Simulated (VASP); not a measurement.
A run of VASP 6.6.1 is set up as follows.

File INCAR:

```
SYSTEM = SnO2
ALGO = Normal
EDIFF = 1E-6
ENCUT = 910
GGA = PE
GGA_COMPAT = .False.
ISIF = 2
ISMEAR = 0
ISYM = 0
LASPH = .True.
LCHARG = .True.
LELF = .True.
LREAL = Auto
LVHAR = .True.
LWAVE = .False.
NBANDS = 107
NELM = 120
PREC = Accurate
SIGMA = 0.1
```

The input KPOINTS:

```
Automatic mesh
0
Gamma
  1 1 1
  0.25 0.25 0.25
```

Contents of POSCAR:

```
SnO2
1.0
    6.7519364470     -0.0206573006     -0.0186448915
   -0.0210720614      6.6204651891     -0.0097332505
   -0.0169905211     -0.0064739725      6.8221359605
Sn O
7 14
Direct
    0.8821873966      0.6541761115      0.7413052492
    1.1150988276      0.1443151572      0.6179731091
    0.6357915473      0.1383494895      0.6005880473
    0.3410856247      0.8763665459      0.0646665836
    0.4410095020      0.4014232669      0.0453933618
    0.8450874216      0.0883304217      0.1104776476
    0.3680946152      0.6305434614      0.5626768660
    0.8775218894      0.1340808953      0.4093678941
    0.8708302796      0.1295628403      0.8000542036
    0.3518696789      0.6314765731      0.8771465423
    0.3050228414      0.1704313379      0.2194539319
    0.3614150186      0.1507608314      0.8432563459
    0.6290838020     -0.1107095361      0.0936660770
    0.0498195724      0.8789043997      0.0669224799
    0.3632541617      0.1910036767      0.4242257249
    0.1144590812      0.4491860984      0.6100774043
    0.7236150621      0.3674294804      1.0979445664
    0.6020997851      0.8386823890      0.5956036443
    0.6067862715      0.4385896758      0.6280129488
    0.1395082158      0.8420647185      0.5935318015
    0.3576119193      0.6163577451      0.2584984240
```

Potentials or basis: VASP PAW PBE potentials, release 64 (Sn_d, O_h).

The run is started by

```bash
$ cat potpaw_PBE.64/Sn_d/POTCAR potpaw_PBE.64/O_h/POTCAR > POTCAR
$ mpirun -np 1 vasp_std > vasp.out
```

Q: Estimate the largest force.

A: 0.050 eV/Å.

Q: Predict the pressure.

A: 0.2 GPa.

Q: What does it give for the band gap on the k mesh?

A: 1.71 eV.

Stress tensor (GPa, compression positive):
```
 0.11 -0.03 -0.01
-0.03  0.20  0.06
-0.01  0.06  0.20
```

Caveat: the k points lie up to 0.95 Å⁻¹ apart; the cutoff is under 1.25 times the usual one of these potentials, so pressure, stress and relaxed cells hold a basis-set (Pulay) error; spin-orbit coupling is left out, which moves the levels of the heavy elements.
